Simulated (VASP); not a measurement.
# Al in VASP: further runs

Al is run at these levels: PBE; tasks: single point.

Program: VASP 6.6.1. These are calculated values, not measurements. Logs are shortened: lines on timing, memory, paths and dates and some standing lists are left out, and cuts for length are marked.

## 1. The cell of the first run

The cell holds a wire or tube with vacuum around it, 8 atoms: a = 13.100 Å, b = 13.600 Å, c = 6.251 Å, α = 90.00°, β = 90.00°, γ = 90.00°.

## 2. Single point, PBE

INCAR

```
PREC = Accurate
ENCUT = 520
EDIFF = 1E-6
ISMEAR = 0
SIGMA = 0.05
LREAL = False
LASPH = True
NELM = 100
ALGO = Normal
ISIF = 2
LWAVE = False
LCHARG = False
GGA = PE
NBANDS = 22
```

KPOINTS

```
Automatic mesh
0
Gamma
  1 1 8
```

POSCAR

```
Al
1.0
   13.1000000000      0.0000000000      0.0000000000
    0.0000000000     13.6000000000      0.0000000000
    0.0000000000      0.0000000000      6.2512981283
Al
8
Direct
    0.5959038313      0.5533231106     -0.0000125048
    0.4446622327      0.3805140828      0.3665676719
    0.3649119135      0.5135707035      0.6334201958
    0.4453603807      0.5911742065      0.3022825893
    0.4040961687      0.4466768894      1.0000125048
    0.6350880865      0.4864292965      0.3665798042
    0.5553377673      0.6194859172      0.6334323281
    0.5546396193      0.4088257935      0.6977174107
```

Potentials or basis: VASP PAW PBE potentials, release 64 (Al).

Command:

```console
> cat potpaw_PBE.64/Al/POTCAR > POTCAR
> mpirun -np 1 vasp_std > vasp.out
```

OUTCAR:

```text
PREC = Accurate
   ENCUT = 520
   EDIFF = 1E-6
   ISMEAR = 0
   LREAL = False
   LASPH = True
   NELM = 100
   ISIF = 2
   GGA = PE

 ion  position               nearest neighbor table
   1  0.596  0.553  1.000-   7 2.52   6 2.52   8 2.78   4 2.78   5 2.90
   2  0.445  0.381  0.367-   5 2.52   8 2.55   3 2.67   6 2.88   4 2.89
   3  0.365  0.514  0.633-   5 2.52   4 2.55   2 2.67   7 2.88   8 2.89
   4  0.445  0.591  0.302-   7 2.55   3 2.55   5 2.78   1 2.78   6 2.89   2 2.89
   5  0.404  0.447  0.000-   2 2.52   3 2.52   4 2.78   8 2.78   1 2.90
   6  0.635  0.486  0.367-   1 2.52   8 2.55   7 2.67   2 2.88   4 2.89
   7  0.555  0.619  0.633-   1 2.52   4 2.55   6 2.67   3 2.88   8 2.89
   8  0.555  0.409  0.698-   2 2.55   6 2.55   1 2.78   5 2.78   3 2.89   7 2.89

  LATTYP: Found a simple orthorhombic cell.
 ALAT       =     6.2512981283
 B/A-ratio  =     2.0955647501
 C/A-ratio  =     2.1755481375

  Lattice vectors:

 A1 = (   0.0000000000,   0.0000000000,   6.2512981283)
 A2 = (  13.1000000000,   0.0000000000,   0.0000000000)
 A3 = (   0.0000000000,  13.6000000000,   0.0000000000)

Analysis of symmetry for initial positions (statically):
=====================================================================
 Subroutine PRICEL returns:
 Original cell was already a primitive cell.

 Routine SETGRP: Setting up the symmetry group for a
 simple orthorhombic supercell.

 Subroutine GETGRP returns: Found  2 space group operations
 (whereof  2 operations were pure point group operations)
 out of a pool of  8 trial point group operations.

The static configuration has the point symmetry S_2 .

Analysis of symmetry for dynamics (positions and initial velocities):
=====================================================================
 Subroutine PRICEL returns:
 Original cell was already a primitive cell.

 Routine SETGRP: Setting up the symmetry group for a
 simple orthorhombic supercell.

 Subroutine GETGRP returns: Found  2 space group operations
 (whereof  2 operations were pure point group operations)
 out of a pool of  8 trial point group operations.

The dynamic configuration has the point symmetry S_2 .

 Subroutine INISYM returns: Found  2 space group operations
 (whereof  2 operations are pure point group operations),
 and found     1 'primitive' translations

----------------------------------------------------------------------------------------

                                     Primitive cell

  volume of cell :    1113.7313

  direct lattice vectors                    reciprocal lattice vectors
    13.100000000  0.000000000  0.000000000     0.076335878  0.000000000  0.000000000
     0.000000000 13.600000000  0.000000000     0.000000000  0.073529412  0.000000000
     0.000000000  0.000000000  6.251298128     0.000000000  0.000000000  0.159966775

  length of vectors
    13.100000000 13.600000000  6.251298128     0.076335878  0.073529412  0.159966775

  position of ions in fractional coordinates (direct lattice)
     0.595903831  0.553323111  0.999987495
     0.444662233  0.380514083  0.366567672
     0.364911914  0.513570704  0.633420196
     0.445360381  0.591174206  0.302282589
     0.404096169  0.446676889  0.000012505
     0.635088086  0.486429296  0.366579804
     0.555337767  0.619485917  0.633432328
     0.554639619  0.408825794  0.697717411

  ion indices of the primitive-cell ions
   primitive index   ion index
                 1           1
                 2           2
                 3           3
                 4           4
                 5           5
                 6           6
                 7           7
                 8           8

----------------------------------------------------------------------------------------

 KPOINTS: Automatic mesh

Automatic generation of k-mesh.
 Grid dimensions read from file:
 generate k-points for:    1    1    8

 Generating k-lattice:

  Cartesian coordinates                     Fractional coordinates (reciprocal lattice)
     0.076335878  0.000000000  0.000000000     1.000000000  0.000000000  0.000000000
     0.000000000  0.073529412  0.000000000     0.000000000  1.000000000  0.000000000
     0.000000000  0.000000000  0.019995847     0.000000000  0.000000000  0.125000000

  Length of vectors
     0.076335878  0.073529412  0.019995847

  Shift w.r.t. Gamma in fractional coordinates (k-lattice)
     0.000000000  0.000000000  0.000000000

 Subroutine IBZKPT returns following result:
 ===========================================

 Found      5 irreducible k-points:

 Following reciprocal coordinates:
            Coordinates               Weight
  0.000000  0.000000  0.000000      1.000000
  0.000000  0.000000  0.125000      2.000000
  0.000000  0.000000  0.250000      2.000000
  0.000000  0.000000  0.375000      2.000000
  0.000000  0.000000  0.500000      1.000000
   k-points           NKPTS =      5   k-points in BZ     NKDIM =      5   number of bands    NBANDS=     22
   number of dos      NEDOS =    301   number of ions     NIONS =      8
   total plane-waves  NPLWV = 508032
   dimension x,y,z NGX =    98 NGY =  108 NGZ =   48
   dimension x,y,z NGXF=   196 NGYF=  216 NGZF=   96
   ions per type =               8
   NGX,Y,Z   is equivalent  to a cutoff of  12.44, 13.20, 12.77 a.u.
   NGXF,Y,Z  is equivalent  to a cutoff of  24.87, 26.40, 25.53 a.u.
 SYSTEM =  unknown system
   PREC   = accura    normal or accurate (medium, high low for compatibility)
   ISTART =      0    job   : 0-new  1-cont  2-samecut
   ICHARG =      2    charge: 1-file 2-atom 10-const
   ISPIN  =      1    spin polarized calculation?
   LNONCOLLINEAR =      F non collinear calculations
   LSORBIT =      F    spin-orbit coupling
   LASPH  =      T    aspherical Exc in radial PAW
   ENCUT  =  520.0 eV  38.22 Ry    6.18 a.u.  24.36 25.29 11.62*2*pi/ulx,y,z
   NELM   =    100;   NELMIN=  2; NELMDL= -5     # of ELM steps
   EDIFF  = 0.1E-05   stopping-criterion for ELM
   LREAL  =      F    real-space projection
   EDIFFG = 0.1E-04   stopping-criterion for IOM
   NSW    =      0    number of steps for IOM
   IBRION =     -1    ionic relax: 0-MD 1-quasi-New 2-CG
   NFREE  =      0    steps in history (QN), initial steepest desc. (CG)
   ISIF   =      2    stress and relaxation
   ISYM   =      2    0-nonsym 1-usesym 2-fastsym
   POTIM  = 0.5000    time-step for ionic-motion
   TEBEG  =    0.0;   TEEND  =   0.0 temperature during run
   PSTRESS=    0.0 pullay stress
   NELECT =      24.0000    total number of electrons
   NUPDOWN=      -1.0000    fix difference up-down
   EMIN   =  10.00;   EMAX   =-10.00  energy-range for DOS
   EFERMI =   0.00;   METHOD = LEGACY
   ISMEAR =     0;   SIGMA  =   0.05  broadening in eV -4-tet -1-fermi 0-gaus
   EFERMI_NEDOS =   21; number of points for ismear=-14 and -15
   IALGO  =     38    algorithm
   IMIX   =      4    mixing-type and parameters
     AMIX     =   0.40;   BMIX     =  1.00
     AMIX_MAG =   1.60;   BMIX_MAG =  1.00
  volume/ion in A,a.u.               =     139.22       939.48
  Fermi-wavevector in a.u.,A,eV,Ry     =   0.455566  0.860896  2.823764  0.207541
  Thomas-Fermi vector in A             =   1.439229
   LORBIT       =      0    0 simple, 1 ext, 2 COOP (PROOUT), +10 PAW based schemes
   GGA     = PE    functional components
   LHFCALC =     F    Hartree Fock is set to
   AEXX    =    0.0000 exact exchange contribution
   IVDW    =     0    specifies the selected vdW correction
   LEPSILON=     F    determine dielectric tensor
   LRPA    =     F    only Hartree local field effects (RPA)
 non-spin polarized calculation
 Gauss-broadening in eV      SIGMA  =   0.05
  energy-cutoff  :      520.00
  volume of cell :     1113.73
 maximum number of plane-waves:     30021
 NGX is ok and might be reduce to    98
   NGX = 49   NGY = 51   NGZ = 23

 number of electron      24.0000000 magnetization

 Free energy of the ion-electron system (eV)
  ---------------------------------------------------
  ext. energy  EPLUGINS =         0.00000000
  ---------------------------------------------------
  free energy    TOTEN  =       -23.07059572 eV

  energy without entropy =      -23.07058935  energy(sigma->0) =      -23.07059254

 E-fermi :  -2.6951     XC(G=0):  -2.3894

 val. band max:       -2.8337363666   @ k =   0.0000   0.0000   0.2500
 cond. band min:      -2.5625574886   @ k =   0.0000   0.0000   0.5000
 fundamental gap:      0.2711788780
 Fermi energy:        -2.6951286827

 k-point     1 :       0.0000    0.0000    0.0000
  band No.  band energies     occupation
      1     -11.4176      2.00000
      2      -8.5348      2.00000
      3      -7.9208      2.00000
      4      -7.6745      2.00000
      5      -7.6442      2.00000
      6      -5.3481      2.00000
[... 14 lines left out ...]
     21       0.7859      0.00000
     22       0.9632      0.00000

 k-point     2 :       0.0000    0.0000    0.1250
  band No.  band energies     occupation
      1     -11.3645      2.00000
      2      -8.5161      2.00000
      3      -8.4792      2.00000
      4      -7.8328      2.00000
      5      -6.7600      2.00000
      6      -5.8426      2.00000
[... 14 lines left out ...]
     21       0.7298      0.00000
     22       0.9503      0.00000

 k-point     3 :       0.0000    0.0000    0.2500
  band No.  band energies     occupation
      1     -11.2098      2.00000
      2      -9.2212      2.00000
      3      -8.3139      2.00000
      4      -7.7438      2.00000
      5      -6.5036      2.00000
      6      -5.7735      2.00000
[... 14 lines left out ...]
     21       0.8234      0.00000
     22       1.0279      0.00000

 k-point     4 :       0.0000    0.0000    0.3750
  band No.  band energies     occupation
      1     -10.9784      2.00000
      2      -9.7861      2.00000
      3      -8.0485      2.00000
      4      -7.6348      2.00000
      5      -7.0820      2.00000
      6      -5.6445      2.00000
[... 14 lines left out ...]
     21       0.5890      0.00000
     22       0.7386      0.00000

 k-point     5 :       0.0000    0.0000    0.5000
  band No.  band energies     occupation
      1     -10.8164      2.00000
      2     -10.0597      2.00000
      3      -7.8042      2.00000
      4      -7.5818      2.00000
      5      -7.4322      2.00000
      6      -5.7844      2.00000
[... 14 lines left out ...]
     21       0.4473      0.00000
     22       0.4559      0.00000

------------------------ aborting loop because EDIFF is reached ----------------------------------------

  FORCE on cell =-STRESS in cart. coord.  units (eV):
  Direction    XX          YY          ZZ          XY          YZ          ZX
  --------------------------------------------------------------------------------------
  -------------------------------------------------------------------------------------
  Total       -0.0312197     -0.0497183     -0.0397188      0.0242215     -0.0288856      0.0175518
  in kB       -0.0449116     -0.0715230     -0.0571382      0.0348442     -0.0415539      0.0252495
  external PRESSURE =      -0.0578576 kB  Pullay stress =       0.0000000 kB

 VOLUME and BASIS-vectors are now :
 -----------------------------------------------------------------------------
  energy-cutoff  :      520.00
  volume of cell :     1113.73
      direct lattice vectors                 reciprocal lattice vectors
    13.100000000  0.000000000  0.000000000     0.076335878  0.000000000  0.000000000
     0.000000000 13.600000000  0.000000000     0.000000000  0.073529412  0.000000000
     0.000000000  0.000000000  6.251298128     0.000000000  0.000000000  0.159966775

 POSITION                                       TOTAL-FORCE (eV/Angst)
 -----------------------------------------------------------------------------------
      7.80634      7.52519      6.25122         0.007245      0.004126      0.000037
      5.82508      5.17499      2.29152         0.001107      0.003371     -0.000415
      4.78035      6.98456      3.95970         0.003256     -0.000744      0.000353
      5.83422      8.03997      1.88966         0.006390     -0.011130     -0.012402
      5.29366      6.07481      0.00008        -0.007245     -0.004126     -0.000037
      8.31965      6.61544      2.29160        -0.003256      0.000744     -0.000353
      7.27492      8.42501      3.95977        -0.001107     -0.003371      0.000415
      7.26578      5.56003      4.36164        -0.006390      0.011130      0.012402
 -----------------------------------------------------------------------------------
    total drift:                               -0.000000     -0.000000     -0.000000

  FREE ENERGIE OF THE ION-ELECTRON SYSTEM (eV)
  ---------------------------------------------------
  free  energy   TOTEN  =       -23.0705957204 eV

  energy  without entropy=      -23.0705893513  energy(sigma->0) =      -23.07059254
```

Wall time 7.1 min (1 thread of Intel Xeon 8259CL, shared host); peak memory 0.96 GiB.

What came out:

```
Free energy   : -23.0706 eV
Largest force : 0.018 eV/Å
```

Forces in eV/Å, atoms in the order of the input:
```
Al   0.007  0.004  0.000
Al   0.001  0.003  0.000
Al   0.003 -0.001  0.000
Al   0.006 -0.011 -0.012
Al  -0.007 -0.004  0.000
Al  -0.003  0.001  0.000
Al  -0.001 -0.003  0.000
Al  -0.006  0.011  0.012
```

## 3. Single point, PBE

This run uses another cell than the first one.

INCAR

```
SYSTEM = Al
PREC = Accurate
ENCUT = 520
EDIFF = 1E-7
ISMEAR = 0
SIGMA = 0.05
LREAL = .False.
LASPH = .True.
NELM = 80
ALGO = Normal
ISIF = 2
LWAVE = .False.
LCHARG = .False.
GGA = PE
NBANDS = 22
```

KPOINTS

```
regular mesh
0
Gamma
  1 1 8
  0 0 0
```

POSCAR

```
Al
1.0
   13.1000000000      0.0000000000      0.0000000000
    0.0000000000     13.6000000000      0.0000000000
    0.0000000000      0.0000000000      7.0000085784
Al
8
Direct
    0.5944609453      0.5525320135      0.0000000000
    0.4685130182      0.3424039594      0.3333333333
    0.3425650912      0.5525320135      0.6666666667
    0.4685130182      0.5525320135      0.3333333333
    0.4055390547      0.4474679865      1.0000000000
    0.6574349088      0.4474679865      0.3333333333
    0.5314869818      0.6575960406      0.6666666667
    0.5314869818      0.4474679865      0.6666666667
```

Potentials or basis: VASP PAW PBE potentials, release 64 (Al).

Command:

```console
> cat potpaw_PBE.64/Al/POTCAR > POTCAR
> mpirun -np 1 vasp_std > vasp.out
```

OUTCAR:

```text
SYSTEM = Al
   PREC = Accurate
   ENCUT = 520
   EDIFF = 1E-7
   ISMEAR = 0
   LREAL = .False.
   LASPH = .True.
   NELM = 80
   ISIF = 2
   GGA = PE

 ion  position               nearest neighbor table
   1  0.594  0.553  0.000-   6 2.86   8 2.86   5 2.86   4 2.86   7 2.86
   2  0.469  0.342  0.333-   5 2.86   6 2.86   4 2.86   8 2.86
   3  0.343  0.553  0.667-   5 2.86   8 2.86   4 2.86   7 2.86
   4  0.469  0.553  0.333-   5 2.86   6 2.86   3 2.86   1 2.86   8 2.86   2 2.86   7 2.86
   5  0.406  0.447  0.000-   3 2.86   4 2.86   1 2.86   8 2.86   2 2.86
   6  0.657  0.447  0.333-   1 2.86   4 2.86   8 2.86   2 2.86
[... 319 lines left out ...]
  Total       -2.7059961     -2.6990186    -11.4279545      0.0076741     -0.2702764      0.1573891
  in kB       -3.4763938     -3.4674299    -14.6814959      0.0098589     -0.3472241      0.2021979
  external PRESSURE =      -7.2084398 kB  Pullay stress =       0.0000000 kB

 VOLUME and BASIS-vectors are now :
 -----------------------------------------------------------------------------
  energy-cutoff  :      520.00
  volume of cell :     1247.12
      direct lattice vectors                 reciprocal lattice vectors
    13.100000000  0.000000000  0.000000000     0.076335878  0.000000000  0.000000000
     0.000000000 13.600000000  0.000000000     0.000000000  0.073529412  0.000000000
     0.000000000  0.000000000  7.000008578     0.000000000  0.000000000  0.142856968

 POSITION                                       TOTAL-FORCE (eV/Angst)
 -----------------------------------------------------------------------------------
      7.78744      7.51444      0.00000        -0.230334     -0.133124     -0.000465
      6.13752      4.65669      2.33334         0.048429      0.582585      0.097631
      4.48760      7.51444      4.66667         0.528904     -0.249403     -0.097874
      6.13752      7.51444      2.33334        -0.148046      0.256127      0.203063
      5.31256      6.08556      0.00000         0.230334      0.133124      0.000465
      8.61240      6.08556      2.33334        -0.528904      0.249403      0.097874
      6.96248      8.94331      4.66667        -0.048429     -0.582585     -0.097631
      6.96248      6.08556      4.66667         0.148046     -0.256127     -0.203063
 -----------------------------------------------------------------------------------
    total drift:                               -0.000000     -0.000000      0.000000

  FREE ENERGIE OF THE ION-ELECTRON SYSTEM (eV)
  ---------------------------------------------------
  free  energy   TOTEN  =       -20.9588810531 eV

  energy  without entropy=      -20.9457886679  energy(sigma->0) =      -20.95233486
```

Run time: 9.4 min. Hardware: 1 thread of Intel Xeon 8259CL, shared host; peak memory 0.97 GiB.

Results:

```yaml
Free_energy: -20.9589 eV
Largest_force: 0.593 eV/Å
```

Forces on the atoms (eV/Å):
```
Al  -0.230 -0.133  0.000
Al   0.048  0.583  0.098
Al   0.529 -0.249 -0.098
Al  -0.148  0.256  0.203
Al   0.230  0.133  0.000
Al  -0.529  0.249  0.098
Al  -0.048 -0.583 -0.098
Al   0.148 -0.256 -0.203
```
